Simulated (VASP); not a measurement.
A run of VASP 6.6.1:

The input INCAR:

```
PREC = Accurate ; ENCUT = 520
EDIFF = 1E-6 ; ISMEAR = -1
SIGMA = 0.05 ; LREAL = False
LASPH = True ; NELM = 80
ALGO = Normal ; ISIF = 2
LWAVE = False ; LCHARG = True
GGA = PS ; LELF = True
LVHAR = True ; NBANDS = 34
```

File KPOINTS:

```
Automatic mesh
0
Gamma
  9 9 3
```

File POSCAR:

```
Tl
1.0
    3.5774518634      0.0000000000      0.0000000000
   -1.7887259317      3.0981641944      0.0000000000
    0.0000000000      0.0000000000     11.4865549331
Tl
4
Direct
    0.6666666667      0.3333333333      0.7500000000
    0.0000000000      0.0000000000      0.5000000000
    0.3333333333      0.6666666667      0.2500000000
    0.0000000000      0.0000000000      0.0000000000
```

Potentials or basis: VASP PAW PBE potentials, release 64 (Tl_d).

The run is started by

```sh
$ cat potpaw_PBE.64/Tl_d/POTCAR > POTCAR
$ mpirun -np 1 vasp_std > vasp.out
```

Hardware: 1 thread of Intel(R) Xeon(R) Platinum 8488C (Sapphire Rapids), on a shared host.

**Question.** How long does it take, and how much memory?

**Answer.** Wall time 63 s on 1 thread of Intel(R) Xeon(R) Platinum 8488C (Sapphire Rapids), on a shared host, peak memory 0.28 GiB. Counts: scf iterations 11, k points 24.
